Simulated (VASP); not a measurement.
Li2P:

```
Li P
1.0
     3.52500    0.00000    0.00000
    -1.76250    3.05274    0.00000
     0.00000    0.00000   10.07888
Li P
4 2
Cartesian
  0.0000 0.0000 0.0000
  0.0000 2.0352 2.9039
  1.7625 1.0176 5.0394
  0.0000 2.0352 7.1750
  1.7625 1.0176 1.4519
  1.7625 1.0176 8.6269
```

- Program: VASP 6.6.1
- Task: relaxation of cell and atoms
- Functional: PBE
- Potentials or basis: VASP PAW PBE potentials, release 64 (Li_sv, P)
- Cutoff: 600 eV
- k mesh: 6 × 6 × 2
- Occupations: gaussian, width 0.1 eV
- Spin: no spin polarisation

At the start: pressure -1.3 GPa; volume 18.08 Å³/atom.

How do energy, volume and symmetry change on relaxing?

Over 30 steps the energy falls by 399.2 meV/atom and the volume is 18.12 Å³/atom (+0.2 %); space group P-6m2 (No. 187, to 0.05 Å).

Step by step:
```csv
step,energy change (eV),largest force (eV/Å),pressure (GPa),volume (Å³)
1,0.0000,0.5122,-1.32,108.46
2,-0.2079,0.6705,-0.71,106.07
3,-1.0378,1.5297,2.37,98.39
4,5.5462,34.5095,47.34,80.60
5,-0.9944,1.6299,2.36,97.30
6,-1.0420,3.0894,11.53,89.31
7,-1.2400,0.8463,4.86,94.04
8,-1.2680,0.5002,7.48,91.74
9,-1.2788,0.0099,6.63,92.43
10,-1.3715,1.2292,7.01,93.89
11,-1.3767,1.8179,7.26,94.44
12,-1.5418,1.6515,5.35,97.95
13,-1.8088,1.2824,0.89,108.78
14,-1.8337,1.2490,-0.38,112.77
15,-1.8889,0.5758,-0.91,112.20
16,-1.9088,0.4861,-1.38,111.43
17,-1.9698,0.5120,-1.09,109.79
18,-2.1393,0.4026,0.40,104.90
19,-2.0800,1.1284,5.08,95.34
20,-2.1878,0.2901,1.85,101.42
21,-2.2772,0.2978,1.42,102.89
22,-2.3225,0.2793,0.97,105.83
23,-2.3389,0.2545,1.00,104.70
24,-2.3401,0.2388,0.98,104.95
25,-2.3583,0.2361,0.00,107.39
26,-2.3593,0.2498,-0.29,108.18
27,-2.3734,0.1933,-0.40,108.92
28,-2.3860,0.1515,-0.57,110.36
29,-2.3947,0.0506,-0.07,108.97
30,-2.3949,0.0386,0.02,108.71
```

Final structure:
```xyz
6
Lattice="4.2434 0.0000 0.0000 -2.1217 3.6749 0.0000 0.0000 0.0000 6.9713" Properties=species:S:1:pos:R:3 pbc="T T T"
Li    0.0000    0.0000    0.0000
Li    0.0000    2.4499    1.5546
Li    2.1217    1.2250    3.4856
Li    0.0000    2.4499    5.4167
P     2.1217    1.2250    1.1380
P     2.1217    1.2250    5.8333
```

Caveat: the cutoff is under 1.25 times the usual one of these potentials, so pressure, stress and relaxed cells hold a basis-set (Pulay) error.
